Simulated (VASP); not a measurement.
Here is a VASP 6.6.1 calculation.

File INCAR:

```
SYSTEM = Mg6BiB
ALGO = Fast
EDIFF = 1E-6
ENCUT = 520
GGA = PE
ISIF = 2
ISMEAR = -1
LASPH = .True.
LCHARG = .False.
LREAL = .False.
LWAVE = .False.
NBANDS = 25
NELM = 80
PREC = Accurate
SIGMA = 0.05
```

Contents of KPOINTS:

```
k-points
0
Gamma
  7 4 4
  0 0 0
```

Contents of POSCAR:

```
Mg6BiB
1.0
    3.9104695180      0.0000000000      0.0000000000
    0.0000000000      4.4200470991      5.1534220742
    0.0000000000     -4.4200470991      5.1534220742
Bi Mg B
1 6 1
Direct
    0.5000000000      0.3854670000      0.3854670000
    0.0000000000      0.1503870000      0.1503870000
    0.0000000000      0.6333230000      0.6333230000
    0.0000000000      0.7147320000      0.0494740000
    0.0000000000      0.0494740000      0.7147320000
    0.5000000000      0.8864940000      0.4049730000
    0.5000000000      0.4049730000      0.8864940000
    0.5000000000      0.7751590000      0.7751590000
```

Potentials or basis: VASP PAW PBE potentials, release 64 (Bi_d, Mg, B).

Launch:

```console
$ cat potpaw_PBE.64/Bi_d/POTCAR potpaw_PBE.64/Mg/POTCAR potpaw_PBE.64/B/POTCAR > POTCAR
$ mpirun -np 1 vasp_std > vasp.out
```

**Question.** Predict the pressure.

**Answer.** -1.3 GPa.

**Question.** Estimate the largest force.

**Answer.** 0.091 eV/Å.

**Question.** Estimate the band gap on the k mesh.

**Answer.** Zero (bands 15 and 16 overlap by 1.45 eV).

Stress tensor (GPa, compression positive):
```
-1.19  0.00  0.00
 0.00 -1.11  0.00
 0.00  0.00 -1.69
```

Caveat: spin-orbit coupling is left out, which moves the levels of the heavy elements.
